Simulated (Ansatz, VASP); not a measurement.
# Two plane-wave programs on PtSe2

The input INCAR:

```
PREC = Accurate
ENCUT = 600
EDIFF = 1E-7
ISMEAR = 0
SIGMA = 0.02
LREAL = False
LASPH = True
NELM = 60
ALGO = Normal
ISIF = 3
LWAVE = False
LCHARG = False
GGA = PE
IBRION = 2
NSW = 100
EDIFFG = -0.01
```

The input KPOINTS:

```
regular mesh
0
Gamma
  12 12 4
```

POSCAR

```
PtSe2
1.0
    3.7535171609      0.0000000000      0.0000000000
   -1.8767585805      3.2506412149      0.0000000000
    0.0000000000      0.0000000000      6.3046814706
Pt Se
1 2
Direct
    0.0000000000      0.0000000000      0.0000000000
    0.6666666667      0.3333333333      0.7929169000
    0.3333333333      0.6666666667      0.2070831000
```

Input for Ansatz:

```yaml
crystal:
  lattice:
    - [3.7535171609, 0.0, 0.0]
    - [-1.8767585805, 3.2506412149, 0.0]
    - [0.0, 0.0, 6.3046814706]
  atoms:
    - { symbol: Pt, position: [0.0, 0.0, 0.0] }
    - { symbol: Se, position: [0.6666666667, 0.3333333333, 0.7929169] }
    - { symbol: Se, position: [0.3333333333, 0.6666666667, 0.2070831] }
basis:
  ecutwfc: 420
kpoints:
  mp_grid: { grid: [12, 12, 4] }
hamiltonian:
  xc: pbe
scf:
  occupations: { method: gaussian, width: 0.02 }
output:
  forces: true
  stress: true
  eigenvalues: true
  write_density: true
  write_potential: true
  elf: true
  volumetric_format: npy
relax:
  adjacent_minimum: "off"
  f_tol: 0.01
  max_steps: 80
  cell: { stress_tol: 0.05 }
```

Alike in both runs: task relaxation of cell and atoms; functional PBE; k mesh 12 × 12 × 4; occupations gaussian, width 0.02 eV; no spin polarisation.

```csv
,VASP,Ansatz
version,VASP 6.6.1,Ansatz 0.2.0
potentials or method,"VASP PAW PBE potentials, release 64 (Pt, Se), cutoff 600 eV","scalar-relativistic, plane waves, PAW"
valence electrons in the cell,22,50
```

VASP gave:

```
gap on the k mesh at the Fermi level, each at its own relaxed structure (eV) : 0.74
relaxed volume (Å³/atom)                                                     : 25.64
relaxed cell length with the largest relative difference (Å)                 : 6.305
```

Q: Estimate Ansatz's values.

A: gap on the k mesh at the Fermi level, each at its own relaxed structure (eV): 0.88; relaxed volume (Å³/atom): 26.40; relaxed cell length with the largest relative difference (Å): 6.499.

VASP's potentials hold 22 valence electrons a cell and Ansatz's 50, so a difference there can come from the potentials and not from the codes.

Spin-orbit coupling is off throughout. Noted on VASP's run: the relaxation stopped at its first step, so nothing moved.
